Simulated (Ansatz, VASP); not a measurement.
One calculation of Bi2Se3, two programs

```
Bi Se
1.0
     1.98897    1.14833    9.91233
    -1.98897    1.14833    9.91233
     0.00000   -2.29667    9.91233
Bi Se
2 3
Cartesian
  0.0000 0.0000 11.7638
  0.0000 0.0000 17.9732
  0.0000 0.0000 0.0000
  0.0000 0.0000 6.5728
  0.0000 0.0000 23.1642
```

Change from the starting cell: strain -0.050 along x and y, -0.050 along z, atoms carried along.

Alike in both runs: task single point; functional PBE; k mesh 6 × 6 × 6; occupations gaussian, width 0.05 eV; no spin polarisation.

```csv
,VASP,Ansatz
version,VASP 6.6.1,Ansatz 0.2.0
potentials or method,"VASP PAW PBE potentials, release 64 (Bi_d, Se), cutoff 520 eV","scalar-relativistic, plane waves, PAW"
valence electrons in the cell,48,78
```

```csv
,VASP,Ansatz,Ansatz less VASP
gap on the k mesh at the Fermi level (eV),0.65,0.66,+0.003
least direct gap on the mesh (eV),0.68,0.68,-0.003
pressure (GPa),11.3,11.2,-0.06
"traceless stress, the component that is largest in VASP (GPa)",-0.48,-0.48,+0.001
rms of the force components (eV/Å),0.593,0.584,-0.0082
```

Atom by atom the forces differ by 0.009 eV/Å (rms over components). VASP's potentials hold 48 valence electrons a cell and Ansatz's 78, so a difference there can come from the potentials and not from the codes.

Neither program's run includes spin-orbit coupling.
